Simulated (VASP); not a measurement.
Runs of VASP 6.6.1 on AlRu. The structure is that of space group Pm-3m (No. 221), or close to it. The cells are those of the table. 

| cell | further INCAR settings | gap on the mesh (eV) | pressure (GPa) |
| --- | --- | --- | --- |
| a = 3.111, b = 2.992, c = 2.992 Å, 2 atoms | ALGO = Fast; EDIFF = 1e-07; NBANDS = 16 | none | -14.5 |
| a = 3.022, b = 2.992, c = 2.992 Å, 2 atoms | ALGO = Fast; EDIFF = 1e-07; NBANDS = 16 | none | (b) |
| a = 2.902, b = 2.992, c = 2.992 Å, 2 atoms | ALGO = Fast; EDIFF = 1e-07; NBANDS = 16 | none | -1.0 |
| a = 2.872, b = 2.992, c = 2.992 Å, 2 atoms | ALGO = Fast; EDIFF = 1e-06; NBANDS = 16 | none | (a) |
| a = 3.096, b = 2.992, c = 2.992 Å, 2 atoms | ALGO = Fast; EDIFF = 1e-06; NBANDS = 16 | none | -13.7 |

Alike in all rows: task single point; level LDA; potentials or basis VASP PAW LDA potentials, release 64 (Al, Ru_pv); no spin polarisation; k mesh 16 × 16 × 16; cutoff (eV) 520; smearing gaussian 0.15 eV.

Task: Estimate the missing entries.

Result: (a) 1.4; (b) -9.5.

Caveats: the cell stands under tension (at least some runs).

A k mesh can miss the band edges, and the runs leave out spin-orbit coupling on Ru.

A gap of «none» marks levels without a gap at the run's occupations.
